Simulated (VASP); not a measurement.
# Se3Br: single point with PBE

The system is Se3Br.

```
CELL_PARAMETERS angstrom
-1.90124 1.90124 8.48190
1.90124 -1.90124 8.48190
1.90124 1.90124 -8.48190
ATOMIC_POSITIONS crystal
Se 0.25000 0.75000 0.50000
Se 0.75000 0.25000 0.50000
Se 0.50000 0.50000 0.00000
Br 0.00000 0.00000 0.00000
```

```
Program                : VASP 6.6.1
Task                   : single point
Functional             : PBE
Potentials or basis    : VASP PAW PBE potentials, release 64 (Se, Br)
Cutoff                 : 520 eV
k mesh                 : 16 × 16 × 16
Occupations            : gaussian, width 0.1 eV
Spin                   : no spin polarisation
Dipole correction      : no
Further INCAR settings : ALGO = Normal; EDIFF = 1e-06; NBANDS = 20
```

| Quantity | Value |
| --- | --- |
| Pressure | 0.1 GPa |

Levels at points of the mesh, in eV from the Fermi level:
```csv
k point,band 8,band 9,band 10,band 11,band 12,band 13,band 14,band 15,band 16,band 17
"(0.00, 0.00, 0.00)",-3.88,-3.88,-3.14,0.42,1.25,2.53,2.53,3.70,3.70,4.10
"(0.50, 0.00, 0.00)",-1.79,-1.45,-1.41,-1.41,-1.40,-1.35,-1.06,-0.84,-0.82,6.91
"(0.50, 0.50, 0.00)",-6.10,-2.74,-0.97,-0.95,-0.75,3.95,3.95,5.47,5.47,5.73
"(0.50, 0.50, 0.50)",-3.88,-3.88,-3.49,0.39,1.26,2.53,2.53,3.70,3.70,4.50
```

Run time: 39 min on 1 thread of Intel(R) Xeon(R) 6975P-C (Granite Rapids), on a shared host, peak memory 1.2 GiB.

Caveat: an odd number of electrons without spin polarisation forces a metal; a magnetic or distorted state may lie lower.
